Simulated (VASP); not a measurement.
# BN (P3m1) in VASP: a series of runs

BN is run at these levels: PBE; tasks: single point, relaxation of cell and atoms.

Program: VASP 6.6.1. These are calculated values, not measurements. Logs are shortened: lines on timing, memory, paths and dates and some standing lists are left out, and cuts for length are marked.

## 1. The cell of the first run

The structure is trigonal, space group P3m1 (No. 156). Conventional cell: a = 2.482 Å, b = 2.482 Å, c = 6.874 Å, α = 90.00°, β = 90.00°, γ = 120.00°. B (site symmetry 3m) has 6 N at 1.81 to 2.28 Å and 6 B at 2.48 Å within 2.5 Å. B (site symmetry 3m) has 3 N at 1.84 Å and 6 B at 2.48 Å within 2.5 Å. Within 2.5 Å of N (site symmetry 3m) lie 3 B at 1.81 Å and 6 N at 2.48 Å. N (site symmetry 3m) has 6 B at 1.84 to 2.28 Å and 6 N at 2.48 Å within 2.5 Å.

## 2. Single point, PBE

File INCAR:

```
PREC = Accurate
ENCUT = 520
EDIFF = 1E-6
ISMEAR = 0
SIGMA = 0.1
LREAL = False
LASPH = True
NELM = 100
ALGO = Normal
ISIF = 2
LWAVE = False
LCHARG = True
GGA = PE
LELF = True
LVHAR = True
NBANDS = 16
```

File KPOINTS:

```
Automatic mesh
0
Gamma
  6 6 4
```

File POSCAR:

```
BN
1.0
    2.4822592900      0.0000000000      0.0000000000
   -1.2411296500      2.1496996100      0.0000000000
    0.0000000000      0.0000000000      6.8736263400
B N
2 2
Direct
    0.0000000000      0.0000000000      0.8815373700
    0.3333333300      0.6666666700      0.4539678800
    0.3333333300      0.6666666700      0.0418162800
    0.6666666700      0.3333333300      0.6226784600
```

Potentials or basis: VASP PAW PBE potentials, release 64 (B, N).

Run with:

```
$ cat potpaw_PBE.64/B/POTCAR potpaw_PBE.64/N/POTCAR > POTCAR
$ mpirun -np 1 vasp_std > vasp.out
```

OUTCAR:

```text
PREC = Accurate
   ENCUT = 520
   EDIFF = 1E-6
   ISMEAR = 0
   LREAL = False
   LASPH = True
   NELM = 100
   ISIF = 2
   GGA = PE

 ion  position               nearest neighbor table
   1  0.000  0.000  0.882-   3 1.81   3 1.81   3 1.81
   2  0.333  0.667  0.454-   4 1.84   4 1.84   4 1.84
   3  0.333  0.667  0.042-   1 1.81   1 1.81   1 1.81
   4  0.667  0.333  0.623-   2 1.84   2 1.84   2 1.84

  LATTYP: Found a hexagonal cell.
 ALAT       =     2.4822592900
 C/A-ratio  =     2.7691008621

  Lattice vectors:

 A1 = (   2.4822592900,   0.0000000000,   0.0000000000)
 A2 = (  -1.2411296500,   2.1496996100,   0.0000000000)
 A3 = (   0.0000000000,   0.0000000000,   6.8736263400)

Analysis of symmetry for initial positions (statically):
=====================================================================
 Subroutine PRICEL returns:
 Original cell was already a primitive cell.

 Routine SETGRP: Setting up the symmetry group for a
 hexagonal supercell.

 Subroutine GETGRP returns: Found  6 space group operations
 (whereof  6 operations were pure point group operations)
 out of a pool of 24 trial point group operations.

The static configuration has the point symmetry C_3v.

Analysis of symmetry for dynamics (positions and initial velocities):
=====================================================================
 Subroutine PRICEL returns:
 Original cell was already a primitive cell.

 Routine SETGRP: Setting up the symmetry group for a
 hexagonal supercell.

 Subroutine GETGRP returns: Found  6 space group operations
 (whereof  6 operations were pure point group operations)
 out of a pool of 24 trial point group operations.

The dynamic configuration has the point symmetry C_3v.

 Subroutine INISYM returns: Found  6 space group operations
 (whereof  6 operations are pure point group operations),
 and found     1 'primitive' translations

----------------------------------------------------------------------------------------

                                     Primitive cell

  volume of cell :      36.6784

  direct lattice vectors                    reciprocal lattice vectors
     2.482259290  0.000000000  0.000000000     0.402858800  0.232590637  0.000000000
    -1.241129650  2.149699610  0.000000000     0.000000000  0.465181272  0.000000000
     0.000000000  0.000000000  6.873626340     0.000000000  0.000000000  0.145483614

  length of vectors
     2.482259290  2.482259298  6.873626340     0.465181274  0.465181272  0.145483614

  position of ions in fractional coordinates (direct lattice)
     0.000000000  0.000000000  0.881537370
     0.333333330  0.666666670  0.453967880
     0.333333330  0.666666670  0.041816280
     0.666666670  0.333333330  0.622678460

  ion indices of the primitive-cell ions
   primitive index   ion index
                 1           1
                 2           2
                 3           3
                 4           4

----------------------------------------------------------------------------------------

 KPOINTS: Automatic mesh

Automatic generation of k-mesh.
 Grid dimensions read from file:
 generate k-points for:    6    6    4

 Generating k-lattice:

  Cartesian coordinates                     Fractional coordinates (reciprocal lattice)
     0.067143133  0.038765106  0.000000000     0.166666667  0.000000000  0.000000000
     0.000000000  0.077530212  0.000000000     0.000000000  0.166666667  0.000000000
     0.000000000  0.000000000  0.036370903     0.000000000  0.000000000  0.250000000

  Length of vectors
     0.077530212  0.077530212  0.036370903

  Shift w.r.t. Gamma in fractional coordinates (k-lattice)
     0.000000000  0.000000000  0.000000000

 Subroutine IBZKPT returns following result:
 ===========================================

 Found     24 irreducible k-points:

 Following reciprocal coordinates:
            Coordinates               Weight
  0.000000  0.000000  0.000000      1.000000
  0.166667 -0.000000  0.000000      6.000000
  0.333333  0.000000  0.000000      6.000000
  0.500000  0.000000  0.000000      3.000000
  0.166667  0.166667  0.000000      6.000000
  0.333333  0.166667  0.000000     12.000000
[... 16 lines left out ...]
  0.333333  0.166667  0.500000     12.000000
  0.333333  0.333333  0.500000      2.000000
   k-points           NKPTS =     24   k-points in BZ     NKDIM =     24   number of bands    NBANDS=     16
   number of dos      NEDOS =    301   number of ions     NIONS =      4
   total plane-waves  NPLWV =  17496
   dimension x,y,z NGX =    18 NGY =   18 NGZ =   54
   dimension x,y,z NGXF=    36 NGYF=   36 NGZF=  108
   ions per type =               2   2
   NGX,Y,Z   is equivalent  to a cutoff of  12.06, 12.06, 13.06 a.u.
   NGXF,Y,Z  is equivalent  to a cutoff of  24.11, 24.11, 26.12 a.u.
 SYSTEM =  unknown system
   PREC   = accura    normal or accurate (medium, high low for compatibility)
   ISTART =      0    job   : 0-new  1-cont  2-samecut
   ICHARG =      2    charge: 1-file 2-atom 10-const
   ISPIN  =      1    spin polarized calculation?
   LNONCOLLINEAR =      F non collinear calculations
   LSORBIT =      F    spin-orbit coupling
   LASPH  =      T    aspherical Exc in radial PAW
   ENCUT  =  520.0 eV  38.22 Ry    6.18 a.u.   4.62  4.62 12.78*2*pi/ulx,y,z
   NELM   =    100;   NELMIN=  2; NELMDL= -5     # of ELM steps
   EDIFF  = 0.1E-05   stopping-criterion for ELM
   LREAL  =      F    real-space projection
   EDIFFG = 0.1E-04   stopping-criterion for IOM
   NSW    =      0    number of steps for IOM
   IBRION =     -1    ionic relax: 0-MD 1-quasi-New 2-CG
   NFREE  =      0    steps in history (QN), initial steepest desc. (CG)
   ISIF   =      2    stress and relaxation
   ISYM   =      2    0-nonsym 1-usesym 2-fastsym
   POTIM  = 0.5000    time-step for ionic-motion
   TEBEG  =    0.0;   TEEND  =   0.0 temperature during run
   PSTRESS=    0.0 pullay stress
   NELECT =      16.0000    total number of electrons
   NUPDOWN=      -1.0000    fix difference up-down
   EMIN   =  10.00;   EMAX   =-10.00  energy-range for DOS
   EFERMI =   0.00;   METHOD = LEGACY
   ISMEAR =     0;   SIGMA  =   0.10  broadening in eV -4-tet -1-fermi 0-gaus
   EFERMI_NEDOS =   21; number of points for ismear=-14 and -15
   IALGO  =     38    algorithm
   IMIX   =      4    mixing-type and parameters
     AMIX     =   0.40;   BMIX     =  1.00
     AMIX_MAG =   1.60;   BMIX_MAG =  1.00
  volume/ion in A,a.u.               =       9.17        61.88
  Fermi-wavevector in a.u.,A,eV,Ry     =   1.241589  2.346263 20.973971  1.541543
  Thomas-Fermi vector in A             =   2.375980
   LORBIT       =      0    0 simple, 1 ext, 2 COOP (PROOUT), +10 PAW based schemes
   GGA     = PE    functional components
   LHFCALC =     F    Hartree Fock is set to
   AEXX    =    0.0000 exact exchange contribution
   IVDW    =     0    specifies the selected vdW correction
   LEPSILON=     F    determine dielectric tensor
   LRPA    =     F    only Hartree local field effects (RPA)
 non-spin polarized calculation
 Gauss-broadening in eV      SIGMA  =   0.10
  energy-cutoff  :      520.00
  volume of cell :       36.68
 maximum number of plane-waves:      1006
   NGX =  9   NGY =  9   NGZ = 25

 number of electron      15.9999997 magnetization

 Free energy of the ion-electron system (eV)
  ---------------------------------------------------
  ext. energy  EPLUGINS =         0.00000000
  ---------------------------------------------------
  free energy    TOTEN  =       -22.38094349 eV

  energy without entropy =      -22.36484153  energy(sigma->0) =      -22.37289251

 E-fermi :   3.8153     XC(G=0): -10.9579

 val. band max:        3.5068283175   @ k =   0.1667   0.1667   0.2500
 cond. band min:       3.8188868300   @ k =   0.3333   0.0000   0.5000
 fundamental gap:      0.3120585124
 Fermi energy:         3.8153086398

 k-point     1 :       0.0000    0.0000    0.0000
  band No.  band energies     occupation
      1     -14.2405      2.00000
      2     -12.9737      2.00000
      3      -6.0158      2.00000
      4      -0.8800      2.00000
      5       0.3232      2.00000
      6       4.8342      0.00000
[... 8 lines left out ...]
     15      12.9597      0.00000
     16      14.1945      0.00000

 k-point     2 :       0.1667   -0.0000    0.0000
  band No.  band energies     occupation
      1     -13.5907      2.00000
      2     -12.3545      2.00000
      3      -5.3384      2.00000
      4      -0.4242      2.00000
      5       0.8988      2.00000
      6       2.4597      2.00000
[... 8 lines left out ...]
     15      13.1890      0.00000
     16      14.4580      0.00000

 k-point     3 :       0.3333    0.0000    0.0000
  band No.  band energies     occupation
      1     -11.7960      2.00000
      2     -10.6853      2.00000
      3      -3.4962      2.00000
      4      -2.0633      2.00000
      5      -0.9313      2.00000
      6       0.9474      2.00000
[... 8 lines left out ...]
     15      12.9145      0.00000
     16      13.9276      0.00000

 k-point     4 :       0.5000    0.0000    0.0000
  band No.  band energies     occupation
      1     -10.1866      2.00000
      2      -9.3686      2.00000
      3      -4.4925      2.00000
      4      -3.6528      2.00000
      5      -1.0644      2.00000
      6       0.6262      2.00000
[... 8 lines left out ...]
     15      12.7899      0.00000
     16      13.2955      0.00000
[... 324 lines left out ...]
 k-point    22 :       0.1667    0.1667    0.5000
  band No.  band energies     occupation
      1     -12.3254      2.00000
      2     -11.2522      2.00000
      3      -3.6609      2.00000
      4      -1.2099      2.00000
      5       0.0989      2.00000
      6       0.6692      2.00000
[... 8 lines left out ...]
     15      13.5019      0.00000
     16      14.5354      0.00000

 k-point    23 :       0.3333    0.1667    0.5000
  band No.  band energies     occupation
      1     -10.3696      2.00000
      2      -9.4916      2.00000
      3      -3.4115      2.00000
      4      -2.7666      2.00000
      5      -1.1013      2.00000
      6       0.5025      2.00000
[... 8 lines left out ...]
     15      12.9474      0.00000
     16      14.1225      0.00000

 k-point    24 :       0.3333    0.3333    0.5000
  band No.  band energies     occupation
      1      -9.4309      2.00000
      2      -8.7299      2.00000
      3      -2.7933      2.00000
      4      -2.5130      2.00000
      5      -1.8630      2.00000
      6      -1.7916      2.00000
[... 8 lines left out ...]
     15      13.4444      0.00000
     16      14.2345      0.00000

------------------------ aborting loop because EDIFF is reached ----------------------------------------

  FORCE on cell =-STRESS in cart. coord.  units (eV):
  Direction    XX          YY          ZZ          XY          YZ          ZX
  --------------------------------------------------------------------------------------
  -------------------------------------------------------------------------------------
  Total       -2.5703092     -2.5703092    -18.2638371      0.0000000      0.0000000     -0.0000000
  in kB     -112.2755277   -112.2755283   -797.7958353      0.0000003      0.0000000     -0.0000000
  external PRESSURE =    -340.7822971 kB  Pullay stress =       0.0000000 kB

 VOLUME and BASIS-vectors are now :
 -----------------------------------------------------------------------------
  energy-cutoff  :      520.00
  volume of cell :       36.68
      direct lattice vectors                 reciprocal lattice vectors
     2.482259290  0.000000000  0.000000000     0.402858800  0.232590637  0.000000000
    -1.241129650  2.149699610  0.000000000     0.000000000  0.465181272  0.000000000
     0.000000000  0.000000000  6.873626340     0.000000000  0.000000000  0.145483614

 POSITION                                       TOTAL-FORCE (eV/Angst)
 -----------------------------------------------------------------------------------
      0.00000      0.00000      6.05936        -0.000000      0.000000      6.066634
     -0.00000      1.43313      3.12041        -0.000000      0.000000      5.726530
     -0.00000      1.43313      0.28743         0.000000     -0.000000     -7.209932
      1.24113      0.71657      4.28006        -0.000000      0.000000     -4.583233
 -----------------------------------------------------------------------------------
    total drift:                                0.000000     -0.000000     -0.000350

  FREE ENERGIE OF THE ION-ELECTRON SYSTEM (eV)
  ---------------------------------------------------
  free  energy   TOTEN  =       -22.3809434853 eV

  energy  without entropy=      -22.3648415344  energy(sigma->0) =      -22.37289251
```

Wall time 29 s (1 thread of Intel Xeon 8259CL, shared host); peak memory 0.14 GiB.

What came out:

| Property | Result |
| --- | --- |
| Free energy | -22.3809 eV |
| Pressure | -34.1 GPa |
| Largest force | 7.210 eV/Å |
| Band gap on the k mesh | zero (bands 8 and 9 overlap by 2.25 eV) |

Forces in eV/Å, atoms in the order of the input:
```
B    0.000  0.000  6.067
B    0.000  0.000  5.727
N    0.000  0.000 -7.210
N    0.000  0.000 -4.583
```

Caveat: the k points lie up to 0.49 Å⁻¹ apart, too coarse for converged energies and pressures of a metal; forces of over 1 eV/Å act on the atoms, so gaps and moduli don't describe the material at rest.

## 3. Relaxation of cell and atoms, PBE

File INCAR:

```
PREC = Accurate ; ENCUT = 600
EDIFF = 1E-7 ; ISMEAR = 0
SIGMA = 0.1 ; LREAL = False
LASPH = True ; NELM = 60
ALGO = Normal ; ISIF = 3
LWAVE = False ; LCHARG = False
GGA = PE ; IBRION = 2
NSW = 90 ; EDIFFG = -0.04
```

File KPOINTS:

```
regular mesh
0
Gamma
  6 6 4
```

POSCAR is that of step 2.

Potentials or basis: VASP PAW PBE potentials, release 64 (B, N).

Run with:

```
$ cat potpaw_PBE.64/B/POTCAR potpaw_PBE.64/N/POTCAR > POTCAR
$ mpirun -np 1 vasp_std > vasp.out
```

OUTCAR:

```text
PREC = Accurate
   ENCUT = 600
   EDIFF = 1E-7
   ISMEAR = 0
   LREAL = False
   LASPH = True
   NELM = 60
   ISIF = 3
   GGA = PE
   IBRION = 2
   NSW = 90
   EDIFFG = -0.04

 ion  position               nearest neighbor table
   1  0.000  0.000  0.882-   3 1.81   3 1.81   3 1.81
   2  0.333  0.667  0.454-   4 1.84   4 1.84   4 1.84
   3  0.333  0.667  0.042-   1 1.81   1 1.81   1 1.81
   4  0.667  0.333  0.623-   2 1.84   2 1.84   2 1.84

  LATTYP: Found a hexagonal cell.
 ALAT       =     2.4822592900
 C/A-ratio  =     2.7691008621

  Lattice vectors:

 A1 = (   2.4822592900,   0.0000000000,   0.0000000000)
 A2 = (  -1.2411296500,   2.1496996100,   0.0000000000)
 A3 = (   0.0000000000,   0.0000000000,   6.8736263400)

Analysis of symmetry for initial positions (statically):
[... 1010 lines left out ...]
      1     -12.2840      2.00000
      2     -12.2259      2.00000
      3      -6.1826      2.00000
      4      -6.1296      2.00000
      5      -5.4483      2.00000
      6      -5.3946      2.00000
      7       1.7014      2.00000
      8       1.7615      2.00000
      9       6.3659      0.00000
     10       6.4050      0.00000
     11      13.3389      0.00000
     12      13.8311      0.00000

[... ionic steps 4 to 27 ...]

--------------------------------------- Ionic step       28  -------------------------------------------

 number of electron      15.9999999 magnetization

------------------------ aborting loop because EDIFF is reached ----------------------------------------
[... 71 lines left out ...]
--------------------------------------- Ionic step       30  -------------------------------------------

 number of electron      16.0000000 magnetization

 Free energy of the ion-electron system (eV)
  ---------------------------------------------------
  ext. energy  EPLUGINS =         0.00000000
  ---------------------------------------------------
  free energy    TOTEN  =       -35.19963873 eV

  energy without entropy =      -35.19963873  energy(sigma->0) =      -35.19963873

 E-fermi :   1.7678     XC(G=0):  -9.2246

 val. band max:        1.2985079836   @ k =   0.3333   0.3333   0.5000
 cond. band min:       5.7825942617   @ k =   0.5000   0.0000   0.0000
 fundamental gap:      4.4840862781
 Fermi energy:         1.7678036774
[... 389 lines left out ...]
  FREE ENERGIE OF THE ION-ELECTRON SYSTEM (eV)
  ---------------------------------------------------
  free  energy   TOTEN  =       -35.1996387254 eV

  energy  without entropy=      -35.1996387254  energy(sigma->0) =      -35.19963873

 reached required accuracy - stopping structural energy minimisation
```

It took 6 min on 1 thread of Intel Xeon 8259CL, shared host; peak memory 0.16 GiB.

Results:

```yaml
Free_energy: -35.1996 eV
Relaxed_volume: 10.30 Å³/atom
Relaxed_cell: a = 2.513 Å, b = 2.513 Å, c = 7.534 Å, α = 90.00°, β = 90.00°, γ = 120.00°
Space_group_after_relaxing_to_0.1_Å: P-6m2 (No. 187)
Energy_gained_by_relaxing: 3203.5 meV/atom
Ionic_steps: 30
Pressure_after_relaxing: -0.1 GPa
Largest_force_after_relaxing: 0.037 eV/Å
Band_gap_on_the_k_mesh: 4.48 eV (least direct gap 4.59 eV)
```

Forces in eV/Å, atoms in the order of the input:
```
B    0.000  0.000  0.035
B    0.000  0.000  0.017
N    0.000  0.000 -0.037
N    0.000  0.000 -0.015
```

Step by step:
```tsv
step	energy change (eV)	largest force (eV/Å)	pressure (GPa)	volume (Å³)
1	0.0000	7.2109	-34.25	36.68
2	-9.1192	7.5386	37.62	26.81
3	-9.4236	7.0640	67.61	24.99
4	-10.6234	1.6852	-29.06	29.46
5	-11.3811	2.5296	7.63	27.63
6	-12.1501	1.7574	12.03	28.91
7	-12.1742	2.3253	14.83	29.30
8	-12.5698	0.9323	-3.26	32.61
9	-12.6073	0.2827	-9.47	34.10
10	-12.6480	1.4051	10.69	34.63
11	-12.7152	0.7306	1.47	34.42
12	-12.7493	0.1126	4.06	34.85
13	-12.7510	0.1803	4.77	34.96
14	-12.7608	0.4358	-2.46	36.44
15	-12.7638	0.3269	-0.18	35.95
16	-12.7775	0.1176	-0.52	36.55
17	-12.7835	0.3482	-1.00	37.44
18	-12.7915	0.2779	0.94	37.76
19	-12.7937	0.2571	2.85	38.07
20	-12.8021	0.1554	1.93	38.68
21	-12.8070	0.2339	0.51	39.69
22	-12.8092	0.1483	-0.16	40.01
23	-12.8103	0.0696	-1.04	40.45
24	-12.8120	0.0685	-0.15	40.58
25	-12.8121	0.1102	0.23	40.64
26	-12.8127	0.0738	0.39	40.72
27	-12.8132	0.0404	0.73	40.86
28	-12.8137	0.0421	0.06	41.07
29	-12.8137	0.0431	-0.09	41.11
30	-12.8140	0.0365	-0.14	41.21
```

Final structure:
```yaml
crystal:
  lattice:
    - [2.51316, 0.00000, 0.00000]
    - [-1.25658, 2.17646, 0.00000]
    - [0.00000, 0.00000, 7.53443]
  atoms:
    - { symbol: B, position: [0.00000, 0.00000, 0.00042] }
    - { symbol: B, position: [0.33333, 0.66667, 0.49931] }
    - { symbol: N, position: [0.33333, 0.66667, 0.00077] }
    - { symbol: N, position: [0.66667, 0.33333, 0.49949] }
```

Caveat: the k points lie up to 0.48 Å⁻¹ apart in the final cell; this functional lacks dispersion, which binds the layers, so the pressure and a relaxed spacing across them are unreliable.

(Continued in part 2 of 2.)
